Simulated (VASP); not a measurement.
Runs of VASP 6.6.1 on GaSb3. The structure is that of space group I4/mmm (No. 139), or close to it. The cells are those of the table. 

```csv
cell,gap on the mesh (eV),pressure (GPa)
"a = 5.629, b = 5.629, c = 4.596 Å, angles 65.9, 65.9, 48.2°, 4 atoms",none,1.4
"a = 5.362, b = 5.362, c = 4.855 Å, angles 63.1, 63.1, 53.8°, 4 atoms",none,1.0
"a = 5.054, b = 5.054, c = 5.446 Å, angles 57.4, 57.4, 65.2°, 4 atoms",none,1.0
"a = 5.026, b = 5.026, c = 5.604 Å, angles 56.1, 56.1, 67.8°, 4 atoms",none,(a)
"a = 5.015, b = 5.015, c = 5.791 Å, angles 54.7, 54.7, 70.5°, 4 atoms",none,4.1
```

Alike in all rows: task single point; level PBE+D3(BJ); potentials or basis VASP PAW PBE potentials, release 64 (Ga_d, Sb); no spin polarisation; k mesh 12 × 12 × 12; cutoff (eV) 520; smearing gaussian 0.15 eV.

Q: Estimate the missing entries.

A: (a) 2.0.

Caveats: spin-orbit coupling is left out, which moves the levels of the heavy elements; pairwise dispersion overbinds metals, which lowers pressure and volume.

A k mesh can miss the band edges, and the runs leave out spin-orbit coupling on Ga, Sb.

A gap of «none» marks levels without a gap at the run's occupations.
